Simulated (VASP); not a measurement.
Set up this calculation in VASP 6.6.1, as the native input.

- Task: single point
- Functional: revPBE
- Potentials or basis: VASP PAW PBE potentials, release 64 (Zn, O)
- Cutoff: 520 eV
- k mesh: 6 × 6 × 4
- Occupations: gaussian, width 0.01 eV
- Spin: no spin polarisation
- Dipole correction: no
- Further INCAR settings: ALGO = Normal; EDIFF = 1e-06; NBANDS = 26

The structure of ZnO (zincite) lies in POSCAR:

```
ZnO
1.0
    3.2053930491      0.0000000000      0.0000000000
   -1.6026965246      2.7759515406      0.0000000000
    0.0000000000      0.0000000000      5.1353529565
Zn O
2 2
Direct
    0.3333333333      0.6666666667      0.5000000000
    0.6666666667      0.3333333333      0.0000000000
    0.6666666667      0.3333333333      0.3790100000
    0.3333333333      0.6666666667      0.8790100000
```

The input as run:

INCAR

```
ALGO = Normal ; EDIFF = 1E-6
ENCUT = 520 ; GGA = RE
ISIF = 2 ; ISMEAR = 0
LASPH = True ; LCHARG = False
LREAL = False ; LWAVE = False
NBANDS = 26 ; NELM = 80
PREC = Accurate ; SIGMA = 0.01
```

KPOINTS

```
k-points
0
Gamma
  6 6 4
```

Potentials or basis: VASP PAW PBE potentials, release 64 (Zn, O).

The run is started by

```sh
$ cat potpaw_PBE.64/Zn/POTCAR potpaw_PBE.64/O/POTCAR > POTCAR
$ mpirun -np 1 vasp_std > vasp.out
```

Results of the run:

```
Pressure               : 16.5 GPa
Largest force          : 0.094 eV/Å
Band gap on the k mesh : 0.91 eV, direct
```

Caveat: the PAW data sets were made with another functional, which shifts forces and pressure a little.

Run time: 31 s on 1 thread of Intel Xeon 8259CL, with other jobs on the host, peak memory 0.16 GiB.
